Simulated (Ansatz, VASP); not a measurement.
# One calculation of SnTe, two programs

```
Sn Te
1.0
     0.00000    3.15714    3.15714
     3.15714    0.00000    3.15714
     3.15714    3.15714    0.00000
Sn Te
1 1
Direct
  0.00000 0.00000 0.00000
  0.50000 0.50000 0.50000
```

Alike in both runs: task single point; functional r2SCAN; k mesh 6 × 6 × 6; occupations fermi-dirac, width 0.02 eV; no spin polarisation.

```csv
,VASP,Ansatz
version,VASP 6.6.1,Ansatz 0.2.0
potentials or method,"VASP PAW PBE potentials, release 64 (Sn_d, Te)","plane waves, PAW"
plane-wave cutoff (eV),520,500
valence electrons in the cell,20,30
```

|  | VASP | Ansatz | Ansatz less VASP |
| --- | --- | --- | --- |
| pressure (GPa) | 1.4 | 1.4 | 0.00 |

VASP's potentials were made for PBE, not for r2SCAN. The functional is the same, so the differences come from potentials, cutoffs and numerics. VASP's potentials hold 20 valence electrons a cell and Ansatz's 30, so a difference there can come from the potentials and not from the codes.

Neither program's run includes spin-orbit coupling.
